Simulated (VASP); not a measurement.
# InAs (F-43m) in VASP: a series of runs

Aim: see how the results for InAs move with the level of theory and the settings. Levels: r2SCAN, PBE. Tasks: single point.

All numbers are computed with VASP 6.6.1; they aren't measurements. Logs are shortened: lines on timing, memory, paths and dates and some standing lists are left out, and cuts for length are marked.

### 1 The cell of the first run

The structure is cubic, space group F-43m (No. 216). The conventional cell has a = 6.036 Å, b = 6.036 Å, c = 6.036 Å, α = 90.00°, β = 90.00°, γ = 90.00°. In (site symmetry -43m) has 4 As at 2.61 Å within 3.4 Å. Within 3.4 Å of As (site symmetry -43m) lie 4 In at 2.61 Å.

### 2 Single point, r2SCAN, non-collinear spin, zero start, spin-orbit coupling

POSCAR

```
InAs
1.0
    0.0000000000      3.0180000000      3.0180000000
    3.0180000000      0.0000000000      3.0180000000
    3.0180000000      3.0180000000      0.0000000000
In As
1 1
Direct
    0.0000000000      0.0000000000      0.0000000000
    0.7500000000      0.7500000000      0.7500000000
```

INCAR.step1

```
  PREC = Accurate
  ENCUT = 520
  ISMEAR = -1
  SIGMA = 0.05
  LREAL = False
  LASPH = True
  NELM = 150
  MAGMOM = 0 0 0 0 0 0
  LSORBIT = True
  GGA_COMPAT = False
  NBANDS = 30
  GGA = PE
  ALGO = Normal
  EDIFF = 1E-4
  LWAVE = True
  LCHARG = False
```

INCAR.step2

```
  PREC = Accurate
  ENCUT = 520
  EDIFF = 1E-6
  ISMEAR = -1
  SIGMA = 0.05
  LREAL = False
  LASPH = True
  NELM = 150
  ALGO = Normal
  ISIF = 2
  LWAVE = False
  LCHARG = False
  MAGMOM = 0 0 0 0 0 0
  LORBIT = 11
  LSORBIT = True
  GGA_COMPAT = False
  LORBMOM = True
  METAGGA = R2SCAN
  LMIXTAU = True
  NBANDS = 30
  ISTART = 1
```

KPOINTS

```
Automatic mesh
0
Gamma
  6 6 6
```

Potentials or basis: VASP PAW PBE potentials, release 64 (In_d, As).

Started as:

```console
> cat potpaw_PBE.64/In_d/POTCAR potpaw_PBE.64/As/POTCAR > POTCAR
> cp INCAR.step1 INCAR
> mpirun -np 1 vasp_ncl > vasp.out
> cp INCAR.step2 INCAR
> mpirun -np 1 vasp_ncl > vasp.out
```

OUTCAR:

```text
PREC = Accurate
   ENCUT = 520
   EDIFF = 1E-6
   ISMEAR = -1
   LREAL = False
   LASPH = True
   NELM = 150
   ISIF = 2
   LORBIT = 11
   LSORBIT = True
   METAGGA = R2SCAN
   ISTART = 1

 ion  position               nearest neighbor table
   1  0.000  0.000  0.000-   2 2.61   2 2.61   2 2.61   2 2.61
   2  0.750  0.750  0.750-   1 2.61   1 2.61   1 2.61   1 2.61

  LATTYP: Found a face centered cubic cell.
 ALAT       =     6.0360000000

  Lattice vectors:

 A1 = (   0.0000000000,   3.0180000000,   3.0180000000)
 A2 = (   3.0180000000,   0.0000000000,   3.0180000000)
 A3 = (   3.0180000000,   3.0180000000,   0.0000000000)

Analysis of symmetry for initial positions (statically):
=====================================================================
 Subroutine PRICEL returns:
 Original cell was already a primitive cell.

 Routine SETGRP: Setting up the symmetry group for a
 face centered cubic supercell.

 Subroutine GETGRP returns: Found 24 space group operations
 (whereof 24 operations were pure point group operations)
 out of a pool of 48 trial point group operations.

The static configuration has the point symmetry T_d .

Analysis of symmetry for dynamics (positions and initial velocities):
=====================================================================
 Subroutine PRICEL returns:
 Original cell was already a primitive cell.

 Routine SETGRP: Setting up the symmetry group for a
 face centered cubic supercell.

 Subroutine GETGRP returns: Found 24 space group operations
 (whereof 24 operations were pure point group operations)
 out of a pool of 48 trial point group operations.

The dynamic configuration has the point symmetry T_d .

Analysis of structural, dynamic, and magnetic symmetry:
=====================================================================
 Subroutine PRICEL returns:
 Original cell was already a primitive cell.

 Routine SETGRP: Setting up the symmetry group for a
 face centered cubic supercell.

 Subroutine GETGRP returns: Found 24 space group operations
 (whereof 24 operations were pure point group operations)
 out of a pool of 48 trial point group operations.

The overall configuration has the point symmetry T_d .

 Subroutine INISYM returns: Found 24 space group operations
 (whereof 24 operations are pure point group operations),
 and found     1 'primitive' translations

----------------------------------------------------------------------------------------

                                     Primitive cell

  volume of cell :      54.9778

  direct lattice vectors                    reciprocal lattice vectors
     0.000000000  3.018000000  3.018000000    -0.165672631  0.165672631  0.165672631
     3.018000000  0.000000000  3.018000000     0.165672631 -0.165672631  0.165672631
     3.018000000  3.018000000  0.000000000     0.165672631  0.165672631 -0.165672631

  length of vectors
     4.268096531  4.268096531  4.268096531     0.286953414  0.286953414  0.286953414

  position of ions in fractional coordinates (direct lattice)
     0.000000000  0.000000000  0.000000000
     0.750000000  0.750000000  0.750000000

  ion indices of the primitive-cell ions
   primitive index   ion index
                 1           1
                 2           2

----------------------------------------------------------------------------------------

 KPOINTS: Automatic mesh

Automatic generation of k-mesh.
 Grid dimensions read from file:
 generate k-points for:    6    6    6

 Generating k-lattice:

  Cartesian coordinates                     Fractional coordinates (reciprocal lattice)
    -0.027612105  0.027612105  0.027612105     0.166666667  0.000000000  0.000000000
[... 89 lines left out ...]
 maximum number of plane-waves:      2984
   NGX = 15   NGY = 15   NGZ = 15

 number of electron      17.9999991 magnetization       0.0000000      0.0000000      0.0000000

 number of electron      17.9999991 magnetization      -0.0000000      0.0000000      0.0000000

 number of electron      17.9999991 magnetization       0.0000000     -0.0000000     -0.0000000

 Free energy of the ion-electron system (eV)
  ---------------------------------------------------
  ext. energy  EPLUGINS =         0.00000000
  ---------------------------------------------------
  free energy    TOTEN  =       -38.07770487 eV

  energy without entropy =      -38.07713617  energy(sigma->0) =      -38.07742052

 E-fermi :   4.5503     XC(G=0):  -9.6798

 val. band max:        4.4448835527   @ k =   0.0000   0.0000   0.0000
 cond. band min:       4.6140035542   @ k =   0.0000   0.0000   0.0000
 fundamental gap:      0.1691200015
 Fermi energy:         4.5502765162

 k-point     1 :       0.0000    0.0000    0.0000
  band No.  band energies     occupation
      1     -10.9858      1.00000
      2     -10.9858      1.00000
      3     -10.9858      1.00000
      4     -10.9858      1.00000
      5     -10.1979      1.00000
      6     -10.1979      1.00000
[... 715 lines left out ...]
     29      16.5348      0.00000
     30      16.7169      0.00000

------------------------ aborting loop because EDIFF is reached ----------------------------------------

  FORCE on cell =-STRESS in cart. coord.  units (eV):
  Direction    XX          YY          ZZ          XY          YZ          ZX
  --------------------------------------------------------------------------------------
  -------------------------------------------------------------------------------------
  Total        0.7625771      0.7625771      0.7625771      0.0000000      0.0000000     -0.0000000
  in kB       22.2232022     22.2232022     22.2232022      0.0000000      0.0000000     -0.0000000
  external PRESSURE =      22.2232022 kB  Pullay stress =       0.0000000 kB

 VOLUME and BASIS-vectors are now :
 -----------------------------------------------------------------------------
  energy-cutoff  :      520.00
  volume of cell :       54.98
      direct lattice vectors                 reciprocal lattice vectors
     0.000000000  3.018000000  3.018000000    -0.165672631  0.165672631  0.165672631
     3.018000000  0.000000000  3.018000000     0.165672631 -0.165672631  0.165672631
     3.018000000  3.018000000  0.000000000     0.165672631  0.165672631 -0.165672631

 POSITION                                       TOTAL-FORCE (eV/Angst)
 -----------------------------------------------------------------------------------
      0.00000      0.00000      0.00000         0.000000      0.000000      0.000000
      4.52700      4.52700      4.52700        -0.000000     -0.000000     -0.000000
 -----------------------------------------------------------------------------------
    total drift:                                0.000000      0.000000      0.000000

  FREE ENERGIE OF THE ION-ELECTRON SYSTEM (eV)
  ---------------------------------------------------
  free  energy   TOTEN  =       -38.0777048697 eV

  energy  without entropy=      -38.0771361657  energy(sigma->0) =      -38.07742052

 orbital moment (x)

 # of ion     p       d       tot
 ----------------------------------------
  1        -0.000   0.000  -0.000
  2        -0.000  -0.000  -0.000
 ----------------------------------------
           -0.000   0.000  -0.000

 orbital moment (y)

 # of ion     p       d       tot
 ----------------------------------------
  1        -0.000  -0.000  -0.000
  2        -0.000   0.000  -0.000
 ----------------------------------------
           -0.000  -0.000  -0.000

 orbital moment (z)

 # of ion     p       d       tot
 ----------------------------------------
  1         0.000   0.000   0.000
  2         0.000   0.000   0.000
 ----------------------------------------
            0.000   0.000   0.000

 Spin-Orbit-Coupling matrix elements

 Ion:    1  E_soc:     -0.0690261
 l=   1
     0.0000000    -0.0052546    -0.0052546
    -0.0052546     0.0000000    -0.0052546
    -0.0052546    -0.0052546     0.0000000
 l=   2
     0.0000000    -0.0012702     0.0000000    -0.0012702    -0.0049795
    -0.0012702     0.0000000    -0.0037347    -0.0012702    -0.0012449
     0.0000000    -0.0037347     0.0000000    -0.0037347     0.0000000
    -0.0012702    -0.0012702    -0.0037347     0.0000000    -0.0012449
    -0.0049795    -0.0012449     0.0000000    -0.0012449     0.0000000
 l=   3
     0.0000000     0.0000000     0.0000000     0.0000000     0.0000000     0.0000000     0.0000000
     0.0000000     0.0000000     0.0000000     0.0000000     0.0000000     0.0000000     0.0000000
     0.0000000     0.0000000     0.0000000     0.0000000     0.0000000     0.0000000     0.0000000
     0.0000000     0.0000000     0.0000000     0.0000000     0.0000000     0.0000000     0.0000000
     0.0000000     0.0000000     0.0000000     0.0000000     0.0000000     0.0000000     0.0000000
     0.0000000     0.0000000     0.0000000     0.0000000     0.0000000     0.0000000     0.0000000
     0.0000000     0.0000000     0.0000000     0.0000000     0.0000000     0.0000000     0.0000000

 Ion:    2  E_soc:     -0.0244402
 l=   1
     0.0000000    -0.0040710    -0.0040710
    -0.0040710     0.0000000    -0.0040710
    -0.0040710    -0.0040710     0.0000000
 l=   2
     0.0000000    -0.0000012     0.0000000    -0.0000012    -0.0000011
    -0.0000012     0.0000000    -0.0000008    -0.0000012    -0.0000003
     0.0000000    -0.0000008     0.0000000    -0.0000008     0.0000000
    -0.0000012    -0.0000012    -0.0000008     0.0000000    -0.0000003
    -0.0000011    -0.0000003     0.0000000    -0.0000003     0.0000000
 l=   3
     0.0000000     0.0000000     0.0000000     0.0000000     0.0000000     0.0000000     0.0000000
     0.0000000     0.0000000     0.0000000     0.0000000     0.0000000     0.0000000     0.0000000
     0.0000000     0.0000000     0.0000000     0.0000000     0.0000000     0.0000000     0.0000000
     0.0000000     0.0000000     0.0000000     0.0000000     0.0000000     0.0000000     0.0000000
     0.0000000     0.0000000     0.0000000     0.0000000     0.0000000     0.0000000     0.0000000
     0.0000000     0.0000000     0.0000000     0.0000000     0.0000000     0.0000000     0.0000000
     0.0000000     0.0000000     0.0000000     0.0000000     0.0000000     0.0000000     0.0000000

 total charge

# of ion       s       p       d       tot
------------------------------------------
    1        0.832   0.772   9.893  11.497
    2        1.210   1.627   0.023   2.859
--------------------------------------------------
tot          2.042   2.399   9.916  14.356

 magnetization (x)

# of ion       s       p       d       tot
------------------------------------------
    1        0.000   0.000  -0.000   0.000
    2        0.000  -0.000   0.000   0.000
--------------------------------------------------
tot          0.000   0.000  -0.000   0.000

 magnetization (y)

# of ion       s       p       d       tot
------------------------------------------
    1        0.000   0.000  -0.000   0.000
    2        0.000   0.000  -0.000   0.000
--------------------------------------------------
tot          0.000   0.000  -0.000   0.000

 magnetization (z)

# of ion       s       p       d       tot
------------------------------------------
    1       -0.000  -0.000  -0.000  -0.000
    2        0.000  -0.000  -0.000  -0.000
--------------------------------------------------
tot         -0.000  -0.000  -0.000  -0.000
```

Wall time 6.3 min (1 thread of Intel Xeon 6975P-C, shared host); peak memory 0.39 GiB.

What came out:

```yaml
Free_energy: -38.0777 eV
Pressure: 2.2 GPa
Net_moment: 0.00 μB per cell
Valence_electrons_inside_the_program's_atomic_spheres: In 11.50; As 2.86
```

Moments on the atoms (μB; x, y, z):
```
In  0.00 0.00 0.00
As  0.00 0.00 0.00
```

Caveat: the PAW data sets were made with another functional, which shifts forces and pressure a little.

### 3 Single point, PBE

INCAR

```
SYSTEM = InAs
PREC = Accurate
ENCUT = 520
EDIFF = 1E-7
ISMEAR = -1
SIGMA = 0.06
LREAL = .FALSE.
LASPH = .TRUE.
NELM = 100
ALGO = Normal
ISIF = 2
LWAVE = .FALSE.
LCHARG = .TRUE.
GGA = PE
LELF = .TRUE.
LVHAR = .TRUE.
NBANDS = 16
```

KPOINTS

```
Automatic mesh
0
G
  3 3 3
  0 0 0
```

POSCAR is that of step 2.

Potentials or basis: VASP PAW PBE potentials, release 64 (In_d, As).

Started as:

```console
> cat potpaw_PBE.64/In_d/POTCAR potpaw_PBE.64/As/POTCAR > POTCAR
> mpirun -np 1 vasp_std > vasp.out
```

OUTCAR:

```text
SYSTEM = InAs
   PREC = Accurate
   ENCUT = 520
   EDIFF = 1E-7
   ISMEAR = -1
   LREAL = .FALSE.
   LASPH = .TRUE.
   NELM = 100
   ISIF = 2
   GGA = PE

 ion  position               nearest neighbor table
   1  0.000  0.000  0.000-   2 2.61   2 2.61   2 2.61   2 2.61
   2  0.750  0.750  0.750-   1 2.61   1 2.61   1 2.61   1 2.61

  LATTYP: Found a face centered cubic cell.
 ALAT       =     6.0360000000

  Lattice vectors:

 A1 = (   0.0000000000,   3.0180000000,   3.0180000000)
 A2 = (   3.0180000000,   0.0000000000,   3.0180000000)
 A3 = (   3.0180000000,   3.0180000000,   0.0000000000)

Analysis of symmetry for initial positions (statically):
=====================================================================
 Subroutine PRICEL returns:
 Original cell was already a primitive cell.

 Routine SETGRP: Setting up the symmetry group for a
 face centered cubic supercell.

 Subroutine GETGRP returns: Found 24 space group operations
 (whereof 24 operations were pure point group operations)
[... 138 lines left out ...]
  free energy    TOTEN  =        -7.20785575 eV

  energy without entropy =       -7.19902179  energy(sigma->0) =       -7.20343877

 E-fermi :   4.7103     XC(G=0):  -9.0625

 val. band max:        4.6670980435   @ k =   0.0000   0.0000   0.0000
 cond. band min:       5.7483186400   @ k =   0.3333   0.0000   0.0000
 fundamental gap:      1.0812205964
 Fermi energy:         4.7103292386

 k-point     1 :       0.0000    0.0000    0.0000
  band No.  band energies     occupation
      1      -9.8273      2.00000
      2      -9.8273      2.00000
      3      -9.8273      2.00000
      4      -9.7036      2.00000
      5      -9.7036      2.00000
      6      -7.2291      2.00000
[... 53 lines left out ...]
      3      -9.7647      2.00000
      4      -9.7147      2.00000
      5      -9.6966      2.00000
      6      -5.3016      2.00000
[... 8 lines left out ...]
     15      13.8462      0.00000
     16      17.3788      0.00000

------------------------ aborting loop because EDIFF is reached ----------------------------------------

  FORCE on cell =-STRESS in cart. coord.  units (eV):
  Direction    XX          YY          ZZ          XY          YZ          ZX
  --------------------------------------------------------------------------------------
  -------------------------------------------------------------------------------------
  Total        2.1281818      2.1281818      2.1281818     -0.0000000      0.0000000     -0.0000000
  in kB       62.0199789     62.0199789     62.0199789     -0.0000000      0.0000000     -0.0000000
  external PRESSURE =      62.0199789 kB  Pullay stress =       0.0000000 kB

 VOLUME and BASIS-vectors are now :
 -----------------------------------------------------------------------------
  energy-cutoff  :      520.00
  volume of cell :       54.98
      direct lattice vectors                 reciprocal lattice vectors
     0.000000000  3.018000000  3.018000000    -0.165672631  0.165672631  0.165672631
     3.018000000  0.000000000  3.018000000     0.165672631 -0.165672631  0.165672631
     3.018000000  3.018000000  0.000000000     0.165672631  0.165672631 -0.165672631

 POSITION                                       TOTAL-FORCE (eV/Angst)
 -----------------------------------------------------------------------------------
      0.00000      0.00000      0.00000         0.000000      0.000000      0.000000
      4.52700      4.52700      4.52700        -0.000000     -0.000000      0.000000
 -----------------------------------------------------------------------------------
    total drift:                                0.000000      0.000000      0.000000

  FREE ENERGIE OF THE ION-ELECTRON SYSTEM (eV)
  ---------------------------------------------------
  free  energy   TOTEN  =        -7.2078557455 eV

  energy  without entropy=       -7.1990217945  energy(sigma->0) =       -7.20343877
```

Run time: 5.3 s. Hardware: 1 thread of Intel Xeon 6975P-C (Granite Rapids), shared host; peak memory 0.17 GiB.

What came out:

| Item | Value |
| --- | --- |
| Free energy | -7.2079 eV |
| Pressure | 6.2 GPa |
| Band gap on the k mesh | zero (filled and empty bands touch) |

Levels at points of the mesh, in eV from the Fermi level:
| k point | band 5 | band 6 | band 7 | band 8 | band 9 | band 10 | band 11 | band 12 | band 13 | band 14 |
| --- | --- | --- | --- | --- | --- | --- | --- | --- | --- | --- |
| (0.00, 0.00, 0.00) | -14.41 | -11.94 | -0.24 | -0.04 | -0.04 | -0.04 | 3.79 | 3.79 | 3.79 | 7.47 |

Caveat: the k points lie up to 0.60 Å⁻¹ apart; spin-orbit coupling is left out, which moves the levels of the heavy elements.
